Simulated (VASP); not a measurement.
# WSe2 (P6_3/mmc) in VASP: notebook

The runs below take WSe2 through single point, with PBE, r2SCAN.

Everything below comes from runs of VASP 6.6.1. Logs are shortened: lines on timing, memory, paths and dates and some standing lists are left out, and cuts for length are marked.

## Step 1: The cell of the first run

Symmetry: P6_3/mmc, No. 194, hexagonal system. The conventional cell has a = 3.300 Å, b = 3.300 Å, c = 13.149 Å, α = 90.00°, β = 90.00°, γ = 120.00°. Within 3.3 Å of W (site symmetry -6m2) lie 6 Se at 2.53 Å and 6 W at 3.30 Å. Within 3.4 Å of Se (site symmetry 3m) lie 3 W at 2.53 Å and 7 Se at 3.30 to 3.33 Å.

## Step 2: Single point, PBE

The input, INCAR:

```
SYSTEM = WSe2
PREC = Accurate ; ENCUT = 520
EDIFF = 1E-6 ; ISMEAR = 0
SIGMA = 0.01 ; LREAL = .FALSE.
LASPH = .TRUE. ; NELM = 60
ALGO = Normal ; ISIF = 2
LWAVE = .FALSE. ; LCHARG = .FALSE.
GGA = PE ; NBANDS = 35
```

The input, KPOINTS:

```
Automatic mesh
0
G
  12 12 2
  0 0 0
```

The input, POSCAR:

```
WSe2
1.0
    3.2996671441      0.0000000000      0.0000000000
   -1.6498335721      2.8575955708      0.0000000000
    0.0000000000      0.0000000000     13.1486334321
W Se
2 4
Direct
    0.3333333333      0.6666666667      0.2500000000
    0.6666666667      0.3333333333      0.7500000000
    0.3333333333      0.6666666667      0.6233392408
    0.6666666667      0.3333333333      0.1233392408
    0.3333333333      0.6666666667      0.8766607592
    0.6666666667      0.3333333333      0.3766607592
```

Potentials or basis: VASP PAW PBE potentials, release 64 (W_sv, Se).

Run with:

```
cat potpaw_PBE.64/W_sv/POTCAR potpaw_PBE.64/Se/POTCAR > POTCAR
mpirun -np 1 vasp_std > vasp.out
```

OUTCAR:

```text
SYSTEM = WSe2
   PREC = Accurate
   ENCUT = 520
   EDIFF = 1E-6
   ISMEAR = 0
   LREAL = .FALSE.
   LASPH = .TRUE.
   NELM = 60
   ISIF = 2
   GGA = PE

 ion  position               nearest neighbor table
   1  0.333  0.667  0.250-   4 2.53   6 2.53   4 2.53   6 2.53   4 2.53   6 2.53
   2  0.667  0.333  0.750-   3 2.53   5 2.53   3 2.53   5 2.53   3 2.53   5 2.53
   3  0.333  0.667  0.623-   2 2.53   2 2.53   2 2.53
   4  0.667  0.333  0.123-   1 2.53   1 2.53   1 2.53
   5  0.333  0.667  0.877-   2 2.53   2 2.53   2 2.53
   6  0.667  0.333  0.377-   1 2.53   1 2.53   1 2.53

  LATTYP: Found a hexagonal cell.
 ALAT       =     3.2996671441
 C/A-ratio  =     3.9848363056

  Lattice vectors:

 A1 = (   3.2996671441,   0.0000000000,   0.0000000000)
 A2 = (  -1.6498335721,   2.8575955708,   0.0000000000)
 A3 = (   0.0000000000,   0.0000000000,  13.1486334321)

Analysis of symmetry for initial positions (statically):
=====================================================================
 Subroutine PRICEL returns:
 Original cell was already a primitive cell.

 Routine SETGRP: Setting up the symmetry group for a
 hexagonal supercell.

 Subroutine GETGRP returns: Found 24 space group operations
 (whereof 12 operations were pure point group operations)
 out of a pool of 24 trial point group operations.

The static configuration has the point symmetry D_3d.
 The point group associated with its full space group is D_6h.

Analysis of symmetry for dynamics (positions and initial velocities):
=====================================================================
 Subroutine PRICEL returns:
 Original cell was already a primitive cell.

 Routine SETGRP: Setting up the symmetry group for a
 hexagonal supercell.

 Subroutine GETGRP returns: Found 24 space group operations
 (whereof 12 operations were pure point group operations)
 out of a pool of 24 trial point group operations.

The dynamic configuration has the point symmetry D_3d.
 The point group associated with its full space group is D_6h.

 Subroutine INISYM returns: Found 24 space group operations
 (whereof 12 operations are pure point group operations),
 and found     1 'primitive' translations

----------------------------------------------------------------------------------------

                                     Primitive cell

  volume of cell :     123.9800

  direct lattice vectors                    reciprocal lattice vectors
     3.299667144  0.000000000  0.000000000     0.303060871  0.174972276  0.000000000
    -1.649833572  2.857595571  0.000000000     0.000000000  0.349944551  0.000000000
     0.000000000  0.000000000 13.148633432     0.000000000  0.000000000  0.076053531

  length of vectors
     3.299667144  3.299667144 13.148633432     0.349944551  0.349944551  0.076053531

  position of ions in fractional coordinates (direct lattice)
     0.333333333  0.666666667  0.250000000
     0.666666667  0.333333333  0.750000000
     0.333333333  0.666666667  0.623339241
     0.666666667  0.333333333  0.123339241
     0.333333333  0.666666667  0.876660759
     0.666666667  0.333333333  0.376660759

  ion indices of the primitive-cell ions
   primitive index   ion index
                 1           1
                 2           2
                 3           3
                 4           4
                 5           5
                 6           6

----------------------------------------------------------------------------------------

 KPOINTS: Automatic mesh

Automatic generation of k-mesh.
 Grid dimensions read from file:
 generate k-points for:   12   12    2

 Generating k-lattice:

  Cartesian coordinates                     Fractional coordinates (reciprocal lattice)
     0.025255073  0.014581023  0.000000000     0.083333333  0.000000000  0.000000000
     0.000000000  0.029162046  0.000000000     0.000000000  0.083333333  0.000000000
     0.000000000  0.000000000  0.038026765     0.000000000  0.000000000  0.500000000

  Length of vectors
     0.029162046  0.029162046  0.038026765

  Shift w.r.t. Gamma in fractional coordinates (k-lattice)
     0.000000000  0.000000000  0.000000000

 Subroutine IBZKPT returns following result:
 ===========================================

 Found     38 irreducible k-points:

 Following reciprocal coordinates:
            Coordinates               Weight
  0.000000  0.000000  0.000000      1.000000
  0.083333  0.000000  0.000000      6.000000
  0.166667  0.000000  0.000000      6.000000
  0.250000  0.000000  0.000000      6.000000
  0.333333  0.000000  0.000000      6.000000
  0.416667  0.000000  0.000000      6.000000
[... 16 lines left out ...]
  0.250000  0.000000  0.500000      6.000000
  0.333333  0.000000  0.500000      6.000000
 [... further k-points ...]
   k-points           NKPTS =     38   k-points in BZ     NKDIM =     38   number of bands    NBANDS=     35
   number of dos      NEDOS =    301   number of ions     NIONS =      6
   total plane-waves  NPLWV =  76832
   dimension x,y,z NGX =    28 NGY =   28 NGZ =   98
   dimension x,y,z NGXF=    56 NGYF=   56 NGZF=  196
   ions per type =               2   4
   NGX,Y,Z   is equivalent  to a cutoff of  14.11, 14.11, 12.39 a.u.
   NGXF,Y,Z  is equivalent  to a cutoff of  28.21, 28.21, 24.78 a.u.
 SYSTEM =  WSe2
   PREC   = accura    normal or accurate (medium, high low for compatibility)
   ISTART =      0    job   : 0-new  1-cont  2-samecut
   ICHARG =      2    charge: 1-file 2-atom 10-const
   ISPIN  =      1    spin polarized calculation?
   LNONCOLLINEAR =      F non collinear calculations
   LSORBIT =      F    spin-orbit coupling
   LASPH  =      T    aspherical Exc in radial PAW
   ENCUT  =  520.0 eV  38.22 Ry    6.18 a.u.   6.14  6.14 24.45*2*pi/ulx,y,z
   NELM   =     60;   NELMIN=  2; NELMDL= -5     # of ELM steps
   EDIFF  = 0.1E-05   stopping-criterion for ELM
   LREAL  =      F    real-space projection
   EDIFFG = 0.1E-04   stopping-criterion for IOM
   NSW    =      0    number of steps for IOM
   IBRION =     -1    ionic relax: 0-MD 1-quasi-New 2-CG
   NFREE  =      0    steps in history (QN), initial steepest desc. (CG)
   ISIF   =      2    stress and relaxation
   ISYM   =      2    0-nonsym 1-usesym 2-fastsym
   POTIM  = 0.5000    time-step for ionic-motion
   TEBEG  =    0.0;   TEEND  =   0.0 temperature during run
   PSTRESS=    0.0 pullay stress
   NELECT =      52.0000    total number of electrons
   NUPDOWN=      -1.0000    fix difference up-down
   EMIN   =  10.00;   EMAX   =-10.00  energy-range for DOS
   EFERMI =   0.00;   METHOD = LEGACY
   ISMEAR =     0;   SIGMA  =   0.01  broadening in eV -4-tet -1-fermi 0-gaus
   EFERMI_NEDOS =   21; number of points for ismear=-14 and -15
   IALGO  =     38    algorithm
   IMIX   =      4    mixing-type and parameters
     AMIX     =   0.40;   BMIX     =  1.00
     AMIX_MAG =   1.60;   BMIX_MAG =  1.00
  volume/ion in A,a.u.               =      20.66       139.44
  Fermi-wavevector in a.u.,A,eV,Ry     =   1.225440  2.315746 20.431918  1.501704
  Thomas-Fermi vector in A             =   2.360478
   LORBIT       =      0    0 simple, 1 ext, 2 COOP (PROOUT), +10 PAW based schemes
   GGA     = PE    functional components
   LHFCALC =     F    Hartree Fock is set to
   AEXX    =    0.0000 exact exchange contribution
   IVDW    =     0    specifies the selected vdW correction
   LEPSILON=     F    determine dielectric tensor
   LRPA    =     F    only Hartree local field effects (RPA)
 non-spin polarized calculation
 Gauss-broadening in eV      SIGMA  =   0.01
  energy-cutoff  :      520.00
  volume of cell :      123.98
 maximum number of plane-waves:      3378
 NGX is ok and might be reduce to    28
   NGX = 13   NGY = 13   NGZ = 49

 number of electron      51.9999996 magnetization

 Free energy of the ion-electron system (eV)
  ---------------------------------------------------
  ext. energy  EPLUGINS =         0.00000000
  ---------------------------------------------------
  free energy    TOTEN  =       -43.16133222 eV

  energy without entropy =      -43.16133222  energy(sigma->0) =      -43.16133222

 E-fermi :   6.0844     XC(G=0): -10.6225

 val. band max:        6.0385305491   @ k =   0.0000   0.0000   0.0000
 cond. band min:       7.0770899903   @ k =   0.1667   0.1667   0.0000
 fundamental gap:      1.0385594411
 Fermi energy:         6.0843754896

 k-point     1 :       0.0000    0.0000    0.0000
  band No.  band energies     occupation
      1     -68.2852      2.00000
      2     -68.2852      2.00000
      3     -32.5259      2.00000
      4     -32.5259      2.00000
      5     -32.4114      2.00000
      6     -32.4114      2.00000
[... 27 lines left out ...]
     34       8.9776      0.00000
     35      10.4671      0.00000

 k-point     2 :       0.0833    0.0000    0.0000
  band No.  band energies     occupation
      1     -68.2845      2.00000
      2     -68.2845      2.00000
      3     -32.5230      2.00000
      4     -32.5230      2.00000
      5     -32.4268      2.00000
      6     -32.4268      2.00000
[... 27 lines left out ...]
     34       8.9227      0.00000
     35      11.0868      0.00000

 k-point     3 :       0.1667    0.0000    0.0000
  band No.  band energies     occupation
      1     -68.2827      2.00000
      2     -68.2827      2.00000
      3     -32.5150      2.00000
      4     -32.5150      2.00000
      5     -32.4685      2.00000
      6     -32.4685      2.00000
[... 27 lines left out ...]
     34       9.3767      0.00000
     35      12.0212      0.00000
[... 723 lines left out ...]
 k-point    23 :       0.2500    0.0000    0.5000
  band No.  band energies     occupation
      1     -68.2803      2.00000
      2     -68.2803      2.00000
      3     -32.5250      2.00000
      4     -32.5250      2.00000
      5     -32.5040      2.00000
      6     -32.5040      2.00000
[... 27 lines left out ...]
     34       9.7157      0.00000
     35      12.4166      0.00000

 k-point    24 :       0.3333    0.0000    0.5000
  band No.  band energies     occupation
      1     -68.2778      2.00000
      2     -68.2778      2.00000
      3     -32.5810      2.00000
      4     -32.5810      2.00000
      5     -32.4930      2.00000
      6     -32.4930      2.00000
[... 27 lines left out ...]
     34       9.9972      0.00000
     35      11.6653      0.00000

 [... further k-points ...]

------------------------ aborting loop because EDIFF is reached ----------------------------------------

  FORCE on cell =-STRESS in cart. coord.  units (eV):
  Direction    XX          YY          ZZ          XY          YZ          ZX
  --------------------------------------------------------------------------------------
  -------------------------------------------------------------------------------------
  Total        2.3948274      2.3948274      3.7392069     -0.0000000      0.0000000     -0.0000000
  in kB       30.9480501     30.9480501     48.3212946     -0.0000000      0.0000000     -0.0000000
  external PRESSURE =      36.7391316 kB  Pullay stress =       0.0000000 kB

 VOLUME and BASIS-vectors are now :
 -----------------------------------------------------------------------------
  energy-cutoff  :      520.00
  volume of cell :      123.98
      direct lattice vectors                 reciprocal lattice vectors
     3.299667144  0.000000000  0.000000000     0.303060871  0.174972276  0.000000000
    -1.649833572  2.857595571  0.000000000     0.000000000  0.349944551  0.000000000
     0.000000000  0.000000000 13.148633432     0.000000000  0.000000000  0.076053531

 POSITION                                       TOTAL-FORCE (eV/Angst)
 -----------------------------------------------------------------------------------
     -0.00000      1.90506      3.28716         0.000000     -0.000000      0.000000
      1.64983      0.95253      9.86148        -0.000000      0.000000      0.000000
     -0.00000      1.90506      8.19606        -0.000000      0.000000     -0.325055
      1.64983      0.95253      1.62174         0.000000      0.000000     -0.325055
     -0.00000      1.90506     11.52689        -0.000000     -0.000000      0.325055
      1.64983      0.95253      4.95257         0.000000      0.000000      0.325055
 -----------------------------------------------------------------------------------
    total drift:                                0.000000     -0.000000      0.000000

  FREE ENERGIE OF THE ION-ELECTRON SYSTEM (eV)
  ---------------------------------------------------
  free  energy   TOTEN  =       -43.1613322183 eV

  energy  without entropy=      -43.1613322183  energy(sigma->0) =      -43.16133222
```

Run time: 5.6 min. Hardware: 1 thread of Intel Xeon 8259CL, shared host; peak memory 0.33 GiB.

What came out:

| Property | Result |
| --- | --- |
| Free energy | -43.1613 eV |
| Pressure | 3.7 GPa |
| Largest force | 0.325 eV/Å |
| Band gap on the k mesh | 1.04 eV (least direct gap 1.49 eV) |

Forces in eV/Å, atoms in the order of the input:
```
W    0.000  0.000  0.000
W    0.000  0.000  0.000
Se   0.000  0.000 -0.325
Se   0.000  0.000 -0.325
Se   0.000  0.000  0.325
Se   0.000  0.000  0.325
```

Caveat: the cell stands under pressure; spin-orbit coupling is left out, which moves the levels of the heavy elements; this functional lacks dispersion, which binds layers or chains, so the pressure and a relaxed spacing across them are unreliable. A k mesh can miss the band edges.

## Step 3: Single point, r2SCAN

POSCAR is that of step 2.

The input, INCAR.step1:

```
SYSTEM = WSe2
PREC = Accurate
ENCUT = 520
ISMEAR = 0
SIGMA = 0.01
LREAL = .FALSE.
LASPH = .TRUE.
NELM = 80
NBANDS = 35
GGA = PE
ALGO = Normal
EDIFF = 1E-4
LWAVE = .TRUE.
LCHARG = .FALSE.
```

The input, INCAR.step2:

```
SYSTEM = WSe2
PREC = Accurate
ENCUT = 520
EDIFF = 1E-6
ISMEAR = 0
SIGMA = 0.01
LREAL = .FALSE.
LASPH = .TRUE.
NELM = 80
ALGO = Normal
ISIF = 2
LWAVE = .FALSE.
LCHARG = .FALSE.
METAGGA = R2SCAN
LMIXTAU = .TRUE.
NBANDS = 35
ISTART = 1
```

KPOINTS is that of step 2.

Potentials or basis: VASP PAW PBE potentials, release 64 (W_sv, Se).

Run with:

```
cat potpaw_PBE.64/W_sv/POTCAR potpaw_PBE.64/Se/POTCAR > POTCAR
cp INCAR.step1 INCAR
mpirun -np 1 vasp_std > vasp.out
cp INCAR.step2 INCAR
mpirun -np 1 vasp_std > vasp.out
```

It took 19 min on 1 thread of Intel Xeon 8259CL, shared host; peak memory 0.38 GiB.

Results (log left out):

```yaml
Free_energy: -163.5643 eV
Pressure: 1.7 GPa
Largest_force: 0.008 eV/Å
Band_gap_on_the_k_mesh: 1.16 eV (least direct gap 1.61 eV)
```

Forces on the atoms (eV/Å):
```
W    0.000  0.000  0.000
W    0.000  0.000  0.000
Se   0.000  0.000 -0.008
Se   0.000  0.000 -0.008
Se   0.000  0.000  0.008
Se   0.000  0.000  0.008
```

Stress tensor (GPa, compression positive):
```
1.69 0.00 0.00
0.00 1.69 0.00
0.00 0.00 1.59
```

Levels at points of the mesh, in eV from the valence-band top:
```csv
k point,band 22,band 23,band 24,band 25,band 26,band 27,band 28,band 29,band 30,band 31
"(0.00, 0.00, 0.00)",-1.66,-1.66,-1.29,-1.05,0.00,2.76,2.76,2.81,2.81,2.87
"(0.50, 0.00, 0.00)",-2.54,-1.51,-1.47,-1.33,-1.31,2.21,2.25,2.46,2.74,3.31
"(0.00, 0.00, 0.50)",-1.68,-1.68,-1.68,-0.25,-0.25,2.77,2.77,2.77,2.77,2.97
"(0.50, 0.00, 0.50)",-2.65,-1.41,-1.41,-1.39,-1.39,2.23,2.23,2.62,2.62,3.68
```

Caveat: the PAW data sets were made with another functional, which shifts forces and pressure a little; spin-orbit coupling is left out, which moves the levels of the heavy elements. A k mesh can miss the band edges.
